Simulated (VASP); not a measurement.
Wanted: the native input for a VASP 6.6.1 run.

| Property | Result |
| --- | --- |
| Task | single point |
| Functional | PBE |
| Potentials or basis | VASP PAW PBE potentials, release 64 (Cr_pv, Ni) |
| Cutoff | 520 eV |
| k mesh | 10 × 10 × 10 |
| Occupations | gaussian, width 0.1 eV |
| Spin | no spin polarisation |
| Dipole correction | no |
| Further INCAR settings | ALGO = Fast; EDIFF = 1e-07; NBANDS = 43 |

The structure of Cr2Ni lies in POSCAR:

```
Cr2Ni
1.0
    0.0000000000      3.2797625311      3.2797625311
    3.2797625311      0.0000000000      3.2797625311
    3.2797625311      3.2797625311      0.0000000000
Cr Ni
4 2
Direct
    0.1250000000      0.1250000000      0.1250000000
    0.6250000000      0.1250000000      0.1250000000
    0.1250000000      0.1250000000      0.6250000000
    0.1250000000      0.6250000000      0.1250000000
    0.5000000000      0.5000000000      0.5000000000
    0.7500000000      0.7500000000      0.7500000000
```

The input as run:

INCAR

```
SYSTEM = Cr2Ni
  PREC = Accurate
  ENCUT = 520
  EDIFF = 1E-7
  ISMEAR = 0
  SIGMA = 0.1
  LREAL = .FALSE.
  LASPH = .TRUE.
  NELM = 100
  ALGO = Fast
  ISIF = 2
  LWAVE = .FALSE.
  LCHARG = .FALSE.
  GGA = PE
  NBANDS = 43
```

KPOINTS

```
Automatic mesh
0
G
  10 10 10
  0 0 0
```

Potentials or basis: VASP PAW PBE potentials, release 64 (Cr_pv, Ni).

Run with:

```sh
$ cat potpaw_PBE.64/Cr_pv/POTCAR potpaw_PBE.64/Ni/POTCAR > POTCAR
$ mpirun -np 1 vasp_std > vasp.out
```

Results of the run:

| Item | Value |
| --- | --- |
| Pressure | 0.1 GPa |
| Band gap on the k mesh | zero (band 34 reaches 11.21 eV, above the bottom of band 35 at 9.69 eV) |

Caveat: the run has no spin polarisation, though such a crystal can be magnetic.

Wall time 7.8 min on 1 thread of Intel(R) Xeon(R) Platinum 8375C CPU @ 2.90GHz (Ice Lake), on a shared host, peak memory 0.27 GiB.
